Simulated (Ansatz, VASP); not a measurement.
## NaWF3 in VASP and in Ansatz

File INCAR:

```
SYSTEM = NaWF3
PREC = Accurate ; ENCUT = 600
EDIFF = 1E-7 ; ISMEAR = 0
SIGMA = 0.1 ; LREAL = .False.
LASPH = .True. ; NELM = 150
ALGO = Normal ; ISIF = 3
LWAVE = .False. ; LCHARG = .False.
ISPIN = 2 ; MAGMOM = 0 3.36 0.01 0.01 0.01
LORBIT = 11 ; LMAXMIX = 4
GGA = PE ; IBRION = 2
NSW = 90 ; EDIFFG = -0.04
```

Contents of KPOINTS:

```
regular mesh
0
Gamma
  4 4 4
  0 0 0
```

POSCAR

```
NaWF3
1.0
    4.3229637400      0.0000000000      0.0000000000
    0.0000000000      4.3229637400      0.0000000000
    0.0000000000      0.0000000000      4.3229637400
Na W F
1 1 3
Direct
    0.5000000000      0.5000000000      0.5000000000
    0.0000000000      0.0000000000      0.0000000000
    0.0000000000      0.5000000000      0.5000000000
    0.5000000000      0.0000000000      0.5000000000
    0.5000000000      0.5000000000      0.0000000000
```

Input for Ansatz:

```yaml
crystal:
  lattice:
    - [4.32296374, 0.0, 0.0]
    - [0.0, 4.32296374, 0.0]
    - [0.0, 0.0, 4.32296374]
  atoms:
    - { symbol: Na, position: [0.5, 0.5, 0.5] }
    - { symbol: W, position: [0.0, 0.0, 0.0] }
    - { symbol: F, position: [0.0, 0.5, 0.5] }
    - { symbol: F, position: [0.5, 0.0, 0.5] }
    - { symbol: F, position: [0.5, 0.5, 0.0] }
basis:
  ecutwfc: 420
kpoints:
  mp_grid: { grid: [4, 4, 4] }
hamiltonian:
  xc: pbe
scf:
  occupations: { method: gaussian, width: 0.1 }
  lower_state_search: "off"
output:
  forces: true
  stress: true
  eigenvalues: true
  populations: true
magnetization:
  spin_polarized: true
relax:
  adjacent_minimum: "off"
  f_tol: 0.04
  max_steps: 70
  cell: { stress_tol: 0.4 }
```

Alike in both runs: task relaxation of cell and atoms; functional PBE; k mesh 4 × 4 × 4; occupations gaussian, width 0.1 eV; collinear spin.

|  | VASP | Ansatz |
| --- | --- | --- |
| version | VASP 6.6.1 | Ansatz 0.2.0 |
| potentials or method | VASP PAW PBE potentials, release 64 (Na_pv, W_sv, F), cutoff 600 eV | scalar-relativistic, plane waves, PAW |
| valence electrons in the cell | 42 | 44 |

|  | VASP | Ansatz | Ansatz less VASP |
| --- | --- | --- | --- |
| gap on the k mesh at the Fermi level, each at its own relaxed structure (eV) | none | none | - |
| net moment per atom (μB) | 0.80 | 0.80 | 0.000 |
| size of the moment on the site where the two differ most (μB) | 3.16 | 3.05 | -0.113 |
| relaxed volume (Å³/atom) | 13.47 | 13.43 | -0.043 |
| relaxed cell length with the largest relative difference (Å) | 4.068 | 4.064 | -0.0044 |

Site moments also hang on the region over which each program counts them. A gap of «none» marks a metal or a gap that the smearing closes. VASP's potentials hold 42 valence electrons a cell and Ansatz's 44, so a difference there can come from the potentials and not from the codes. Ansatz's warnings: no starting moments.

The k mesh is coarse, so the values compare programs but aren't converged. Spin-orbit coupling is off throughout. Noted on VASP's run: the volume moved by over 15 % at a fixed basis, so the end points are rough.
